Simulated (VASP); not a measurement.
# Pb in VASP: single point with PBE

Aim: the single point of Pb with PBE.

Program: VASP 6.6.1. These are calculated values, not measurements. Logs are shortened: lines on timing, memory, paths and dates and some standing lists are left out, and cuts for length are marked.

**1. The cell of the first run**

The cell holds a slab with vacuum, 3 atoms: a = 5.657 Å, b = 5.657 Å, c = 18.309 Å, α = 90.00°, β = 90.00°, γ = 120.00°.

**2. Single point, PBE**

Input file INCAR:

```
SYSTEM = Pb
ALGO = Normal
DIPOL = 0.5 0.5 0.500
EDIFF = 1E-6
ENCUT = 520
GGA = PE
IDIPOL = 3
ISIF = 2
ISMEAR = -1
LASPH = .TRUE.
LCHARG = .FALSE.
LDIPOL = .TRUE.
LREAL = .FALSE.
LWAVE = .FALSE.
NBANDS = 28
NELM = 60
PREC = Accurate
SIGMA = 0.08
```

Input file KPOINTS:

```
k-points
0
G
  8 8 1
  0 0 0
```

Input file POSCAR:

```
Pb
1.0
    5.6565235105      0.0000000000      0.0000000000
   -2.8282617552      4.8986930572      0.0000000000
    0.0000000000      0.0000000000     18.3093000000
Pb
3
Direct
    0.1666666665      0.3333333335      0.4369373474
    0.5000000005      0.9999999995      0.4999999998
    0.8333333335      0.6666666665      0.5630626526
```

Potentials or basis: VASP PAW PBE potentials, release 64 (Pb_d).

Started as:

```console
$ cat potpaw_PBE.64/Pb_d/POTCAR > POTCAR
$ mpirun -np 1 vasp_std > vasp.out
```

OUTCAR:

```text
SYSTEM = Pb
   EDIFF = 1E-6
   ENCUT = 520
   GGA = PE
   ISIF = 2
   ISMEAR = -1
   LASPH = .TRUE.
   LREAL = .FALSE.
   NELM = 60
   PREC = Accurate

 ion  position               nearest neighbor table
   1  0.167  0.333  0.437-   2 3.46   2 3.46   2 3.46   3 4.00   3 4.00   3 4.00
   2  0.500  1.000  0.500-   1 3.46   1 3.46   3 3.46   3 3.46   3 3.46   1 3.46
   3  0.833  0.667  0.563-   2 3.46   2 3.46   2 3.46   1 4.00   1 4.00   1 4.00

  LATTYP: Found a hexagonal cell.
 ALAT       =     5.6565235105
 C/A-ratio  =     3.2368467957

  Lattice vectors:

 A1 = (   5.6565235105,   0.0000000000,   0.0000000000)
 A2 = (  -2.8282617552,   4.8986930572,   0.0000000000)
 A3 = (   0.0000000000,   0.0000000000,  18.3093000000)

Analysis of symmetry for initial positions (statically):
=====================================================================
 Subroutine PRICEL returns:
 Original cell was already a primitive cell.

 Routine SETGRP: Setting up the symmetry group for a
 hexagonal supercell.

 Subroutine GETGRP returns: Found 12 space group operations
 (whereof  4 operations were pure point group operations)
 out of a pool of 24 trial point group operations.

The static configuration has the point symmetry C_2h.
 The point group associated with its full space group is D_3d.

Analysis of symmetry for dynamics (positions and initial velocities):
=====================================================================
 Subroutine PRICEL returns:
 Original cell was already a primitive cell.

 Routine SETGRP: Setting up the symmetry group for a
 hexagonal supercell.

 Subroutine GETGRP returns: Found 12 space group operations
 (whereof  4 operations were pure point group operations)
 out of a pool of 24 trial point group operations.

The dynamic configuration has the point symmetry C_2h.
 The point group associated with its full space group is D_3d.

 Subroutine INISYM returns: Found 12 space group operations
 (whereof  4 operations are pure point group operations),
 and found     1 'primitive' translations

----------------------------------------------------------------------------------------

                                     Primitive cell

  volume of cell :     507.3429

  direct lattice vectors                    reciprocal lattice vectors
     5.656523510  0.000000000  0.000000000     0.176787031  0.102068040  0.000000000
    -2.828261755  4.898693057  0.000000000     0.000000000  0.204136080  0.000000000
[... 77 lines left out ...]
   NFREE  =      0    steps in history (QN), initial steepest desc. (CG)
   ISIF   =      2    stress and relaxation
   ISYM   =      2    0-nonsym 1-usesym 2-fastsym
   POTIM  = 0.5000    time-step for ionic-motion
   TEBEG  =    0.0;   TEEND  =   0.0 temperature during run
   PSTRESS=    0.0 pullay stress
   NELECT =      42.0000    total number of electrons
   NUPDOWN=      -1.0000    fix difference up-down
   EMIN   =  10.00;   EMAX   =-10.00  energy-range for DOS
   EFERMI =   0.00;   METHOD = LEGACY
   ISMEAR =    -1;   SIGMA  =   0.08  broadening in eV -4-tet -1-fermi 0-gaus
   EFERMI_NEDOS =   21; number of points for ismear=-14 and -15
   IALGO  =     38    algorithm
   IMIX   =      4    mixing-type and parameters
     AMIX     =   0.40;   BMIX     =  1.00
     AMIX_MAG =   1.60;   BMIX_MAG =  1.00
  volume/ion in A,a.u.               =     169.11      1141.24
  Fermi-wavevector in a.u.,A,eV,Ry     =   0.713495  1.348309  6.926381  0.509075
  Thomas-Fermi vector in A             =   1.801147
   LORBIT       =      0    0 simple, 1 ext, 2 COOP (PROOUT), +10 PAW based schemes
   GGA     = PE    functional components
   LHFCALC =     F    Hartree Fock is set to
   AEXX    =    0.0000 exact exchange contribution
   IVDW    =     0    specifies the selected vdW correction
   LEPSILON=     F    determine dielectric tensor
   LRPA    =     F    only Hartree local field effects (RPA)
 non-spin polarized calculation
  energy-cutoff  :      520.00
  volume of cell :      507.34
 maximum number of plane-waves:     13716
   NGX = 21   NGY = 21   NGZ = 69

 dipolmoment           0.000000      0.000000     -0.000000 electrons x Angstroem

 number of electron      41.9999989 magnetization

 dipolmoment           0.000000      0.000000      0.000000 electrons x Angstroem

 Free energy of the ion-electron system (eV)
  ---------------------------------------------------
  ext. energy  EPLUGINS =         0.00000000
  ---------------------------------------------------
  free energy    TOTEN  =        -8.77160054 eV

  energy without entropy =       -8.68098804  energy(sigma->0) =       -8.72629429

 E-fermi :  -1.7872     XC(G=0):  -2.8707

 val. band max:       -1.8419540309   @ k =   0.0000   0.0000   0.0000
 cond. band min:      -1.7679744546   @ k =   0.0000   0.0000   0.0000
 fundamental gap:      0.0739795763
 Fermi energy:        -1.7871856721

 k-point     1 :       0.0000    0.0000    0.0000
  band No.  band energies     occupation
      1     -18.9996      2.00000
      2     -18.9996      2.00000
      3     -18.9898      2.00000
      4     -18.9708      2.00000
      5     -18.9706      2.00000
      6     -18.9706      2.00000
[... 299 lines left out ...]
     27       2.1354      0.00000
     28       2.7619      0.00000

------------------------ aborting loop because EDIFF is reached ----------------------------------------

 vacuum level on the upper side and lower side of the slab       (xc-potential included)        -0.092        -0.092

  FORCE on cell =-STRESS in cart. coord.  units (eV):
  Direction    XX          YY          ZZ          XY          YZ          ZX
  --------------------------------------------------------------------------------------
  -------------------------------------------------------------------------------------
  Total       -4.7192849     -4.7192849     -1.4519814     -0.0000000     -0.0000000     -0.0000000
  in kB      -14.9033949    -14.9033949     -4.5853244     -0.0000000     -0.0000000     -0.0000000
  external PRESSURE =     -11.4640381 kB  Pullay stress =       0.0000000 kB

 VOLUME and BASIS-vectors are now :
 -----------------------------------------------------------------------------
  energy-cutoff  :      520.00
  volume of cell :      507.34
      direct lattice vectors                 reciprocal lattice vectors
     5.656523510  0.000000000  0.000000000     0.176787031  0.102068040  0.000000000
    -2.828261755  4.898693057  0.000000000     0.000000000  0.204136080  0.000000000
     0.000000000  0.000000000 18.309300000     0.000000000  0.000000000  0.054617053

 POSITION                                       TOTAL-FORCE (eV/Angst)
 -----------------------------------------------------------------------------------
     -0.00000      1.63290      8.00002         0.000000     -0.000000      0.608673
      0.00000      4.89869      9.15465        -0.000000      0.000000      0.000000
      2.82826      3.26580     10.30928         0.000000      0.000000     -0.608673
 -----------------------------------------------------------------------------------
    total drift:                               -0.000002      0.000001      0.000005

  FREE ENERGIE OF THE ION-ELECTRON SYSTEM (eV)
  ---------------------------------------------------
  free  energy   TOTEN  =        -8.7716005432 eV

  energy  without entropy=       -8.6809880402  energy(sigma->0) =       -8.72629429

 vacuum level on the upper side and lower side of the slab         1.909         1.909
```

It took 2.2 min on 1 thread of Intel Xeon 6975P-C (Granite Rapids), shared host; peak memory 0.56 GiB.

What came out:

- Free energy: -8.7716 eV
- Largest force: 0.609 eV/Å

Forces on the atoms (eV/Å):
```
Pb   0.000  0.000  0.609
Pb   0.000  0.000  0.000
Pb   0.000  0.000 -0.609
```

Caveat: spin-orbit coupling is left out, which moves the levels of the heavy elements.
